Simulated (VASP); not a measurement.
# Ir (Fm-3m) in VASP: further runs

Ir is run at these levels: PBEsol; tasks: single point, relaxation of cell and atoms.

Program: VASP 6.6.1. These are calculated values, not measurements. Logs are shortened: lines on timing, memory, paths and dates and some standing lists are left out, and cuts for length are marked.

## 1. The cell of the first run

Symmetry: Fm-3m, No. 225, cubic system. Conventional cell: a = 3.831 Å, b = 3.831 Å, c = 3.831 Å, α = 90.00°, β = 90.00°, γ = 90.00°. Within 3.6 Å of Ir (site symmetry m-3m) lie 12 Ir at 2.71 Å.

## 2. Single point, PBEsol

Input file INCAR:

```
  ALGO = Normal
  EDIFF = 1E-6
  ENCUT = 500
  GGA = PS
  GGA_COMPAT = False
  ISIF = 2
  ISMEAR = 0
  LASPH = True
  LCHARG = False
  LREAL = False
  LWAVE = False
  NBANDS = 46
  NELM = 120
  PREC = Accurate
  SIGMA = 0.1
```

Input file KPOINTS:

```
k-points
0
Gamma
  8 8 8
```

Input file POSCAR:

```
Ir
1.0
    0.0000000000      3.8312127299     -3.8312127299
    3.8312127299      3.8312127299      0.0000000000
    3.8312127299      0.0000000000     -3.8312127299
Ir
8
Direct
    0.5000000000      0.0000000000      0.5000000000
    0.5000000000      0.5000000000      0.5000000000
    0.0000000000      0.0000000000      0.5000000000
    0.0000000000      0.5000000000      0.5000000000
    0.5000000000      0.0000000000      0.0000000000
    0.5000000000      0.5000000000      0.0000000000
    0.0000000000      0.0000000000      0.0000000000
    0.0000000000      0.5000000000      0.0000000000
```

Potentials or basis: VASP PAW PBE potentials, release 64 (Ir).

Started as:

```sh
> cat potpaw_PBE.64/Ir/POTCAR > POTCAR
> mpirun -np 1 vasp_std > vasp.out
```

OUTCAR:

```text
EDIFF = 1E-6
   ENCUT = 500
   GGA = PS
   ISIF = 2
   ISMEAR = 0
   LASPH = True
   LREAL = False
   NELM = 120
   PREC = Accurate

 ion  position               nearest neighbor table
   1  0.500  0.000  0.500-   2 2.71   3 2.71   5 2.71   5 2.71   6 2.71   7 2.71   2 2.71   4 2.71
                             6 2.71   3 2.71   4 2.71   7 2.71
   2  0.500  0.500  0.500-   1 2.71   4 2.71   6 2.71   5 2.71   6 2.71   8 2.71   1 2.71   3 2.71
                             5 2.71   3 2.71   4 2.71   8 2.71
   3  0.000  0.000  0.500-   1 2.71   4 2.71   7 2.71   5 2.71   7 2.71   8 2.71   2 2.71   4 2.71
                             8 2.71   1 2.71   2 2.71   5 2.71
   4  0.000  0.500  0.500-   2 2.71   3 2.71   8 2.71   6 2.71   7 2.71   8 2.71   1 2.71   3 2.71
                             7 2.71   1 2.71   2 2.71   6 2.71
   5  0.500  0.000  0.000-   1 2.71   6 2.71   7 2.71   1 2.71   2 2.71   3 2.71   2 2.71   6 2.71
                             8 2.71   3 2.71   7 2.71   8 2.71
   6  0.500  0.500  0.000-   2 2.71   5 2.71   8 2.71   1 2.71   2 2.71   4 2.71   1 2.71   5 2.71
                             7 2.71   4 2.71   7 2.71   8 2.71
   7  0.000  0.000  0.000-   3 2.71   5 2.71   8 2.71   1 2.71   3 2.71   4 2.71   4 2.71   6 2.71
                             8 2.71   1 2.71   5 2.71   6 2.71
   8  0.000  0.500  0.000-   4 2.71   6 2.71   7 2.71   2 2.71   3 2.71   4 2.71   3 2.71   5 2.71
                             7 2.71   2 2.71   5 2.71   6 2.71
[... 6 lines left out ...]
 A1 = (   0.0000000000,   3.8312127299,  -3.8312127299)
 A2 = (   3.8312127299,   3.8312127299,   0.0000000000)
 A3 = (   3.8312127299,   0.0000000000,  -3.8312127299)

Analysis of symmetry for initial positions (statically):
=====================================================================
 Subroutine PRICEL returns following result:

  LATTYP: Found a face centered cubic cell.
 ALAT       =     3.8312127299

  Lattice vectors:

 A1 = (   0.0000000000,   1.9156063649,  -1.9156063649)
 A2 = (   1.9156063649,   1.9156063649,   0.0000000000)
 A3 = (   1.9156063649,   0.0000000000,  -1.9156063649)

   8 primitive cells build up your supercell.

 Routine SETGRP: Setting up the symmetry group for a
 face centered cubic supercell.

 Subroutine GETGRP returns: Found 48 space group operations
 (whereof 48 operations were pure point group operations)
 out of a pool of 48 trial point group operations.

The static configuration has the point symmetry O_h .

Analysis of symmetry for dynamics (positions and initial velocities):
=====================================================================
 Subroutine PRICEL returns following result:

[... 119 lines left out ...]
   NSW    =      0    number of steps for IOM
   IBRION =     -1    ionic relax: 0-MD 1-quasi-New 2-CG
   NFREE  =      0    steps in history (QN), initial steepest desc. (CG)
   ISIF   =      2    stress and relaxation
   ISYM   =      2    0-nonsym 1-usesym 2-fastsym
   POTIM  = 0.5000    time-step for ionic-motion
   TEBEG  =    0.0;   TEEND  =   0.0 temperature during run
   PSTRESS=    0.0 pullay stress
   NELECT =      72.0000    total number of electrons
   NUPDOWN=      -1.0000    fix difference up-down
   EMIN   =  10.00;   EMAX   =-10.00  energy-range for DOS
   EFERMI =   0.00;   METHOD = LEGACY
   ISMEAR =     0;   SIGMA  =   0.10  broadening in eV -4-tet -1-fermi 0-gaus
   EFERMI_NEDOS =   21; number of points for ismear=-14 and -15
   IALGO  =     38    algorithm
   IMIX   =      4    mixing-type and parameters
     AMIX     =   0.40;   BMIX     =  1.00
     AMIX_MAG =   1.60;   BMIX_MAG =  1.00
  volume/ion in A,a.u.               =      14.06        94.87
  Fermi-wavevector in a.u.,A,eV,Ry     =   1.410932  2.666275 27.085511  1.990729
  Thomas-Fermi vector in A             =   2.532835
   LORBIT       =      0    0 simple, 1 ext, 2 COOP (PROOUT), +10 PAW based schemes
   GGA     = PS    functional components
   LHFCALC =     F    Hartree Fock is set to
   AEXX    =    0.0000 exact exchange contribution
   IVDW    =     0    specifies the selected vdW correction
   LEPSILON=     F    determine dielectric tensor
   LRPA    =     F    only Hartree local field effects (RPA)
 non-spin polarized calculation
 Gauss-broadening in eV      SIGMA  =   0.10
  energy-cutoff  :      500.00
  volume of cell :      112.47
 maximum number of plane-waves:      2884
   NGX = 19   NGY = 19   NGZ = 19

 number of electron      72.0000004 magnetization

 Free energy of the ion-electron system (eV)
  ---------------------------------------------------
  ext. energy  EPLUGINS =         0.00000000
  ---------------------------------------------------
  free energy    TOTEN  =       -78.50056739 eV

  energy without entropy =      -78.44922658  energy(sigma->0) =      -78.47489699

 E-fermi :  10.3561     XC(G=0): -14.1375

 val. band max:       10.3501859880   @ k =  -0.2500   0.1250   0.0000
 cond. band min:      10.3572742635   @ k =  -0.3750   0.5000   0.1250
 fundamental gap:      0.0070882755
 Fermi energy:        10.3561396780

 k-point     1 :       0.0000    0.0000    0.0000
  band No.  band energies     occupation
      1      -0.9039      2.00000
      2       2.1473      2.00000
      3       2.1473      2.00000
      4       2.1473      2.00000
      5       2.1473      2.00000
      6       2.3422      2.00000
[... 1165 lines left out ...]
     45      14.7771      0.00000
     46      14.7771      0.00000

 [... further k-points ...]
[... 5 lines left out ...]
  --------------------------------------------------------------------------------------
  -------------------------------------------------------------------------------------
  Total        0.6816902      0.6816902      0.6816902     -0.0000000      0.0000000      0.0000000
  in kB        9.7108855      9.7108855      9.7108855     -0.0000000      0.0000000      0.0000000
  external PRESSURE =       9.7108855 kB  Pullay stress =       0.0000000 kB

 VOLUME and BASIS-vectors are now :
 -----------------------------------------------------------------------------
  energy-cutoff  :      500.00
  volume of cell :      112.47
      direct lattice vectors                 reciprocal lattice vectors
     0.000000000  3.831212730 -3.831212730    -0.130506979  0.130506979 -0.130506979
     3.831212730  3.831212730  0.000000000     0.130506979  0.130506979  0.130506979
     3.831212730  0.000000000 -3.831212730     0.130506979 -0.130506979 -0.130506979

 POSITION                                       TOTAL-FORCE (eV/Angst)
 -----------------------------------------------------------------------------------
      1.91561      1.91561     -3.83121        -0.000000      0.000000     -0.000000
      3.83121      3.83121     -3.83121        -0.000000      0.000000      0.000000
      1.91561      0.00000     -1.91561         0.000000      0.000000      0.000000
      3.83121      1.91561     -1.91561         0.000000      0.000000     -0.000000
      0.00000      1.91561     -1.91561        -0.000000      0.000000      0.000000
      1.91561      3.83121     -1.91561         0.000000     -0.000000     -0.000000
      0.00000      0.00000      0.00000         0.000000     -0.000000      0.000000
      1.91561      1.91561      0.00000         0.000000      0.000000     -0.000000
 -----------------------------------------------------------------------------------
    total drift:                                0.000000      0.000000      0.000000

  FREE ENERGIE OF THE ION-ELECTRON SYSTEM (eV)
  ---------------------------------------------------
  free  energy   TOTEN  =       -78.5005673872 eV

  energy  without entropy=      -78.4492265839  energy(sigma->0) =      -78.47489699
```

OSZICAR:

```text
N       E                     dE             d eps       ncg     rms          rms(c)
DAV:   1     0.796632461729E+03    0.79663E+03   -0.31070E+04  2668   0.153E+03
DAV:   2    -0.274672283846E+02   -0.82410E+03   -0.79645E+03  2668   0.487E+02
DAV:   3    -0.808928139840E+02   -0.53426E+02   -0.47977E+02  3388   0.124E+02
DAV:   4    -0.834467938083E+02   -0.25540E+01   -0.24720E+01  3220   0.284E+01
DAV:   5    -0.835208031710E+02   -0.74009E-01   -0.73699E-01  3194   0.362E+00    0.454E+01
DAV:   6    -0.793087448737E+02    0.42121E+01   -0.76853E+00  3126   0.201E+01    0.182E+01
DAV:   7    -0.785546250978E+02    0.75412E+00   -0.24580E+00  3428   0.107E+01    0.400E+00
DAV:   8    -0.785364269670E+02    0.18198E-01   -0.25764E-02  3042   0.856E-01    0.310E+00
DAV:   9    -0.785007632027E+02    0.35664E-01   -0.25600E-02  2796   0.138E+00    0.128E-01
DAV:  10    -0.785005871997E+02    0.17600E-03   -0.47717E-04  3710   0.160E-01    0.633E-02
DAV:  11    -0.785005659310E+02    0.21269E-04   -0.65034E-05  2824   0.623E-02    0.178E-02
DAV:  12    -0.785005676468E+02   -0.17158E-05   -0.78388E-07  1686   0.691E-03    0.105E-03
DAV:  13    -0.785005673872E+02    0.25952E-06   -0.19127E-07  1496   0.321E-03
   1 F= -.78500567E+02 E0= -.78474897E+02  d E =-.513408E-01
```

stdout:

```text
POSCAR found type information on POSCAR Ir
 POSCAR found :  1 types and       8 ions
 scaLAPACK will be used
 -----------------------------------------------------------------------------
|                                                                             |
|                                                                             |
|     You enforced a specific xc type in the INCAR file but a different       |
|     I HOPE YOU KNOW WHAT YOU ARE DOING!                                     |
|                                                                             |
 -----------------------------------------------------------------------------

 LDA part: xc-table for (Slater+PW92), standard interpolation
 POSCAR, INCAR and KPOINTS ok, starting setup
 FFT: planning ... GRIDC
 FFT: planning ... GRID_SOFT
 FFT: planning ... GRID
 WAVECAR not read
 entering main loop
```

It took 63 s on 1 thread of Intel Xeon 6975P-C (Granite Rapids), shared host; peak memory 0.29 GiB.

What came out:

* Free energy: -78.5006 eV
* Pressure: 1.0 GPa
* Band gap on the k mesh: zero (bands 36 and 37 overlap by 2.31 eV)

Caveat: the PAW data sets were made with another functional, which shifts forces and pressure a little; spin-orbit coupling is left out, which moves the levels of the heavy elements.

## 3. Relaxation of cell and atoms, PBEsol

Input file INCAR:

```
ALGO     = Normal         # electronic algorithm
EDIFF    = 1E-7           # SCF threshold, eV
EDIFFG   = -0.015         # ionic threshold
ENCUT    = 500            # plane-wave cutoff, eV
GGA      = PS             # functional
GGA_COMPAT= F            
IBRION   = 2              # ionic algorithm
ISIF     = 3              # what is computed and relaxed
ISMEAR   = 0              # smearing method
LASPH    = T              # aspherical terms in the spheres
LCHARG   = F              # write CHGCAR
LREAL    = F              # projectors in reciprocal space
LWAVE    = F              # write WAVECAR
NELM     = 120            # most SCF steps
NELMIN   = 4            
NSW      = 80             # ionic steps
PREC     = Accurate       # precision mode
SIGMA    = 0.1            # smearing width, eV
```

KPOINTS is that of step 2.

POSCAR, as its differences from that of step 2:

```diff
@@ -2,5 +2,5 @@
 1.0
-    0.0000000000      3.8312127299     -3.8312127299
-    3.8312127299      3.8312127299      0.0000000000
-    3.8312127299      0.0000000000     -3.8312127299
+    0.0000000000      3.8301427197     -3.8301427197
+    3.8301427197      3.8301427197      0.0000000000
+    3.8301427197      0.0000000000     -3.8301427197
 Ir
```

Potentials or basis: VASP PAW PBE potentials, release 64 (Ir).

Started as:

```sh
> cat potpaw_PBE.64/Ir/POTCAR > POTCAR
> mpirun -np 1 vasp_std > vasp.out
```

Wall time 2.4 min (1 thread of Intel Xeon 6975P-C (Granite Rapids), shared host); peak memory 0.29 GiB.

Results (log left out):

```yaml
Free_energy: -78.5013 eV
Relaxed_volume: 14.09 Å³/atom
Relaxed_cell: a = 5.423 Å, b = 5.423 Å, c = 5.423 Å, α = 60.00°, β = 60.00°, γ = 60.00°
Space_group_after_relaxing_to_0.1_Å: Fm-3m (No. 225)
Energy_gained_by_relaxing: 0.2 meV/atom
Ionic_steps: 3
Pressure_after_relaxing: 0.0 GPa
Band_gap_on_the_k_mesh: zero (bands 36 and 37 overlap by 2.30 eV)
```

Step by step:
| step | energy change (eV) | largest force (eV/Å) | pressure (GPa) | volume (Å³) |
| --- | --- | --- | --- | --- |
| 1 | 0.0000 | 0.0000 | 1.30 | 112.38 |
| 2 | 0.0218 | 0.0000 | -4.93 | 114.24 |
| 3 | -0.0015 | 0.0000 | 0.00 | 112.75 |

Final structure:
```
Ir
1.0
     0.00000    3.83436   -3.83436
     3.83436    3.83436    0.00000
     3.83436    0.00000   -3.83436
Ir
8
Cartesian
  1.9172 1.9172 -3.8344
  3.8344 3.8344 -3.8344
  1.9172 0.0000 -1.9172
  3.8344 1.9172 -1.9172
  0.0000 1.9172 -1.9172
  1.9172 3.8344 -1.9172
  0.0000 0.0000 0.0000
  1.9172 1.9172 0.0000
```

Levels at points of the mesh, in eV from the Fermi level:
```csv
k point,band 32,band 33,band 34,band 35,band 36,band 37,band 38,band 39,band 40,band 41
"(0.00, 0.00, 0.00)",0.92,0.92,0.92,0.92,0.92,0.92,0.92,0.92,1.49,1.49
"(0.50, 0.00, 0.00)",-1.98,-1.01,-1.01,-1.01,-1.01,1.08,1.08,1.08,1.08,1.08
"(0.50, 0.50, 0.00)",-1.90,-1.81,-1.81,-1.38,-1.38,-1.38,-1.38,-0.22,-0.22,1.50
```

Caveat: the PAW data sets were made with another functional, which shifts forces and pressure a little; spin-orbit coupling is left out, which moves the levels of the heavy elements.
